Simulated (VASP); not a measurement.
A run of VASP 6.6.1 is set up as follows.

File INCAR:

```
SYSTEM = B15HN16
PREC = Accurate
ENCUT = 520
EDIFF = 1E-6
ISMEAR = -1
SIGMA = 0.01
LREAL = Auto
LASPH = .TRUE.
NELM = 200
ALGO = Normal
ISIF = 2
LWAVE = .FALSE.
LCHARG = .FALSE.
ISPIN = 2
MAGMOM = 0 0 0 0 0 0 0.01 0 0 -0.01 -0.01 0 0.01 -0.01 0.01 0.01 0.05 0.04 0.05 0.05 0.33 0.33 0.05 0.04 0.33 0.04 0.01 0.05 0.05 0.01 0.01 0
LORBIT = 11
NUPDOWN = 2.0
GGA = PE
NBANDS = 89
GGA_COMPAT = .FALSE.
ISYM = -1
```

KPOINTS

```
explicit points
1
Reciprocal
  0.25000000   0.25000000   0.25000000 1
```

File POSCAR:

```
B15HN16
1.0
   -3.6241103844      3.6241103844     -3.6241103844
    3.6241103844      3.6241103844      3.6241103844
    3.6241103844     -3.6241103844     -3.6241103844
B N H
15 16 1
Direct
   -0.0023673584     -0.0018502984     -0.0037555437
    0.0028363114      0.2522140979      0.7505234420
    0.0028989718      0.5011505711      0.5015703671
   -0.0023160251      0.7468348519      0.2475377295
    0.2517294757      0.0032847656      0.7504819626
    0.2517207409      0.5011765828      0.2527544211
    0.2511741733      0.7509238763      0.0002937257
    0.5006494634      0.0033256784      0.5015967096
    0.5007062309      0.2522459728      0.2527085349
    0.5000524285      0.5005894599      0.0001289906
    0.5000539688      0.7507772684      0.7499072917
    0.7463807383     -0.0018611922      0.2474749586
    0.7504597036      0.2516574637      0.0002889658
    0.7502990905      0.5006607275      0.7499570553
    0.7504233566      0.7508801927      0.5010385555
   -0.0159775654     -0.0155028435      0.2338922916
    0.0003908317      0.2512441909      0.0032754806
    0.0048457501      0.5027687735      0.7521337491
    0.0003793716      0.7538908192      0.5005761104
    0.2507414441      0.0009045064      0.0033154836
    0.2529006506      0.2533453402      0.7769340707
    0.2529389456      0.5274340380      0.5027657432
    0.2507478746      0.7539273681      0.2502131607
    0.5023288284      0.0053827625      0.7521731348
    0.5271655170      0.2534265406      0.5028078628
    0.5023210200      0.5028326481      0.2547338829
    0.4991059286      0.7505051902     -0.0001270201
    0.7534128451      0.0008686099      0.5005789623
    0.7534334209      0.2512431198      0.2502313891
    0.7500085790      0.4996071771     -0.0001255409
    0.7499996049      0.7505291037      0.7489817856
    0.1474754369      0.1480057832      0.3975823116
```

Potentials or basis: VASP PAW PBE potentials, release 64 (B, N, H).

Launch:

```console
$ cat potpaw_PBE.64/B/POTCAR potpaw_PBE.64/N/POTCAR potpaw_PBE.64/H/POTCAR > POTCAR
$ mpirun -np 1 vasp_std > vasp.out
```

**Question.** What does it give for the pressure?

**Answer.** 5.5 GPa.

**Question.** Predict the largest force.

**Answer.** 0.058 eV/Å.

Stress tensor (GPa, compression positive):
```
 5.48  1.03 -1.04
 1.03  5.49 -1.05
-1.04 -1.05  5.48
```

Caveat: the total moment is fixed, so each spin has its own Fermi level and the state may be an excited one.
